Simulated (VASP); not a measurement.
Ir: single point with PBEsol

The system is Ir.

```
CELL_PARAMETERS angstrom
2.82892 0.00000 0.00000
-1.41446 2.44992 0.00000
0.00000 0.00000 4.22101
ATOMIC_POSITIONS crystal
Ir 0.66667 0.33333 0.75000
Ir 0.33333 0.66667 0.25000
```

This cell differs from its parent crystal: ratio of the length along z to the lengths across it x 0.92, volume and fractional coordinates fixed.

```json
{
  "Program": "VASP 6.6.1",
  "Task": "single point",
  "Functional": "PBEsol",
  "Potentials or basis": "VASP PAW PBE potentials, release 64 (Ir)",
  "Cutoff": "520 eV",
  "k mesh": "24 × 24 × 12",
  "Occupations": "gaussian, width 0.15 eV",
  "Spin": "no spin polarisation",
  "Dipole correction": "no",
  "Further INCAR settings": "ALGO = Fast; EDIFF = 1e-06; NBANDS = 16"
}
```

```
Pressure               : -8.5 GPa
Band gap on the k mesh : zero (band 9 reaches 10.55 eV, above the bottom of band 10 at 7.69 eV)
```

Stress tensor (GPa, compression positive):
```
-16.53   0.00   0.00
  0.00 -16.53   0.00
  0.00   0.00   7.48
```

Levels at points of the mesh, in eV from the Fermi level:
| k point | band 5 | band 6 | band 7 | band 8 | band 9 | band 10 | band 11 | band 12 | band 13 | band 14 |
| --- | --- | --- | --- | --- | --- | --- | --- | --- | --- | --- |
| (0.00, 0.00, 0.00) | -3.02 | -3.01 | -3.01 | -2.96 | -2.96 | 0.04 | 0.19 | 0.19 | 7.82 | 13.80 |
| (0.50, 0.00, 0.00) | -3.71 | -3.03 | -2.40 | 0.09 | 0.70 | 1.25 | 2.48 | 3.71 | 8.41 | 10.24 |
| (0.00, 0.00, 0.50) | -4.15 | -4.15 | -3.93 | -3.93 | -0.42 | -0.42 | -0.42 | -0.42 | 13.49 | 13.49 |
| (0.50, 0.00, 0.50) | -2.45 | -2.45 | -1.05 | -1.05 | 0.48 | 0.48 | 1.80 | 1.80 | 7.14 | 7.14 |

Wall time 2 min on 1 thread of Intel(R) Xeon(R) Platinum 8488C (Sapphire Rapids) (shared host), peak memory 0.29 GiB.

Caveat: the PAW data sets were made with another functional, which shifts forces and pressure a little; spin-orbit coupling is left out, which moves the levels of the heavy elements.
